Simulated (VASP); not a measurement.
Set up this calculation in VASP 6.6.1, as the native input.

```yaml
Task: relaxation of cell and atoms
Functional: PBE
Potentials_or_basis: VASP PAW PBE potentials, release 64 (Cd, Bi_d, O)
Cutoff: 600 eV
k_mesh: 6 × 6 × 2
Occupations: gaussian, width 0.1 eV
Spin: no spin polarisation
Dipole_correction: no
Further_INCAR_settings: ALGO = Normal; EDIFF = 1e-06; IBRION = 2; EDIFFG = -0.04; NSW = 90; ISIF = 3
```

The structure of Cd2BiO2 lies in POSCAR:

```
Cd2BiO2
1.0
    4.0478390000      0.0000000000      0.0000000000
   -2.0239195000      3.5055314100      0.0000000000
    0.0000000000      0.0000000000      7.9154459700
Cd Bi O
2 1 2
Direct
    0.6666666700      0.3333333300      0.5000000000
    0.3333333300      0.6666666700      0.0000000000
    0.6666666700      0.3333333300      0.0000000000
    0.0000000000      0.0000000000      0.7055339800
    0.0000000000      0.0000000000      0.2944660200
```

The cell was generated, and may not be a known phase.

The input as run:

INCAR

```
SYSTEM = Cd2BiO2
PREC = Accurate
ENCUT = 600
EDIFF = 1E-6
ISMEAR = 0
SIGMA = 0.1
LREAL = .False.
LASPH = .True.
NELM = 60
ALGO = Normal
ISIF = 3
LWAVE = .False.
LCHARG = .False.
GGA = PE
IBRION = 2
NSW = 90
EDIFFG = -0.04
```

KPOINTS

```
Automatic mesh
0
Gamma
  6 6 2
  0 0 0
```

Potentials or basis: VASP PAW PBE potentials, release 64 (Cd, Bi_d, O).

Launch:

```sh
$ cat potpaw_PBE.64/Cd/POTCAR potpaw_PBE.64/Bi_d/POTCAR potpaw_PBE.64/O/POTCAR > POTCAR
$ mpirun -np 1 vasp_std > vasp.out
```

Results of the run:

```
Relaxed volume                        : 21.81 Å³/atom
Relaxed cell                          : a = 4.533 Å, b = 4.533 Å, c = 6.127 Å, α = 90.00°, β = 90.00°, γ = 120.00°
Space group after relaxing (to 0.1 Å) : P-6m2 (No. 187)
Energy gained by relaxing             : 598.7 meV/atom
Ionic steps                           : 19
Pressure after relaxing               : 0.1 GPa
Largest force after relaxing          : 0.012 eV/Å
Band gap on the k mesh                : zero (an odd number of electrons rules out a gap without spin polarisation)
```

Caveat: the k points lie up to 0.51 Å⁻¹ apart in the final cell, too coarse for converged energies and pressures of a metal; a cell axis changed by over 15 % at a fixed basis, so the end point is rough; spin-orbit coupling is left out, which moves the levels of the heavy elements; an odd number of electrons without spin polarisation forces a metal; a magnetic or distorted state may lie lower.

Wall time 9.1 min on 1 thread of Oxide Virtual Turin-like Processor, on a shared host, peak memory 0.25 GiB.
